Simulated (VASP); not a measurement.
Set up this calculation in VASP 6.6.1, as the native input.

```yaml
Task: single point
Functional: PBE
Potentials_or_basis: VASP PAW PBE potentials, release 64 (Ti_sv)
Cutoff: 520 eV
k_mesh: 18 × 18 × 10
Occupations: gaussian, width 0.15 eV
Spin: no spin polarisation
Dipole_correction: no
Further_INCAR_settings: ALGO = Fast; EDIFF = 1e-06; NBANDS = 19
```

The structure of Ti lies in POSCAR:

```
Ti
1.0
    2.8614979246      0.0000000000      0.0000000000
   -1.4307489623      2.4781298956      0.0000000000
    0.0000000000      0.0000000000      4.6157100000
Ti
2
Direct
    0.3333333333      0.6666666667      0.2500000000
    0.6666666667      0.3333333333      0.7500000000
```

This cell differs from its parent crystal: strain -0.030 along x and y, -0.015 along z.

These files were run (other wordings do the same):

INCAR

```
PREC     = Accurate       # precision mode
ENCUT    = 520            # plane-wave cutoff, eV
EDIFF    = 1E-6           # SCF threshold, eV
ISMEAR   = 0              # smearing method
SIGMA    = 0.15           # smearing width, eV
LREAL    = F              # projectors in reciprocal space
LASPH    = T              # aspherical terms in the spheres
NELM     = 60             # most SCF steps
ALGO     = Fast           # electronic algorithm
ISIF     = 2              # what is computed and relaxed
LWAVE    = F              # write WAVECAR
LCHARG   = F              # write CHGCAR
GGA      = PE             # functional
NBANDS   = 19             # bands
```

KPOINTS

```
Automatic mesh
0
Gamma
  18 18 10
```

Potentials or basis: VASP PAW PBE potentials, release 64 (Ti_sv).

Command:

```console
$ cat potpaw_PBE.64/Ti_sv/POTCAR > POTCAR
$ mpirun -np 1 vasp_std > vasp.out
```

It gave:

| Item | Value |
| --- | --- |
| Pressure | 7.1 GPa |
| Band gap on the k mesh | zero (band 12 reaches 9.79 eV, above the bottom of band 13 at 8.65 eV) |

Caveat: the cell differs from its parent crystal (strain -0.030 along x and y, -0.015 along z).

Wall time 4.7 min on 1 thread of Intel(R) Xeon(R) Platinum 8259CL CPU @ 2.50GHz (Skylake/Cascade Lake) (shared host), peak memory 0.23 GiB.
